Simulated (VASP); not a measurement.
**ScICl2: single point with PBE**

Crystal: ScICl2.

```
Sc I Cl
1.0
     4.28564    0.00000    0.00000
    -2.14282    3.71147    0.00000
     0.00000    0.00000    8.83419
Sc I Cl
1 1 2
Direct
  0.00000 0.00000 0.50000
  0.00000 0.00000 0.00000
  0.00000 0.00000 0.19770
  0.00000 0.00000 0.80230
```

The cell was built from a structure type or drawn by symmetry, and may not be a known phase.

- Program: VASP 6.6.1
- Task: single point
- Functional: PBE
- Potentials or basis: VASP PAW PBE potentials, release 64 (Sc_sv, I, Cl)
- Cutoff: 520 eV
- k mesh: 6 × 6 × 2
- Occupations: gaussian, width 0.1 eV
- Spin: no spin polarisation

```json
{
 "Pressure": "51.7 GPa",
 "Largest force": "41.762 eV/Å",
 "Band gap on the k mesh": "zero (bands 16 and 17 overlap by 0.10 eV)"
}
```

Forces in eV/Å, atoms in the order of the input:
```
Sc    0.000   0.000   0.000
I     0.000   0.000   0.000
Cl    0.000   0.000  41.762
Cl    0.000   0.000 -41.762
```

Stress tensor (GPa, compression positive):
```
 -2.34   0.00   0.00
  0.00  -2.34   0.00
  0.00   0.00 159.76
```

Levels at points of the mesh, in eV from the Fermi level:
| k point | band 14 | band 15 | band 16 | band 17 | band 18 | band 19 |
| --- | --- | --- | --- | --- | --- | --- |
| (0.00, 0.00, 0.00) | -1.73 | -0.93 | -0.93 | 0.41 | 0.41 | 0.75 |
| (0.50, 0.00, 0.00) | -2.34 | -1.24 | -0.52 | 0.13 | 0.64 | 0.82 |
| (0.00, 0.00, 0.50) | -2.13 | -1.15 | -1.15 | 0.41 | 0.41 | 1.12 |
| (0.50, 0.00, 0.50) | -1.72 | -1.43 | -0.55 | 0.50 | 0.54 | 1.00 |

Wall time 49 s on 1 thread of Intel(R) Xeon(R) Platinum 8175M CPU @ 2.50GHz (Skylake/Cascade Lake), with other jobs on the host, peak memory 0.27 GiB.

Caveat: the cell stands under pressure; spin-orbit coupling is left out, which moves the levels of the heavy elements; forces of over 1 eV/Å act on the atoms, so gaps and moduli don't describe the material at rest.
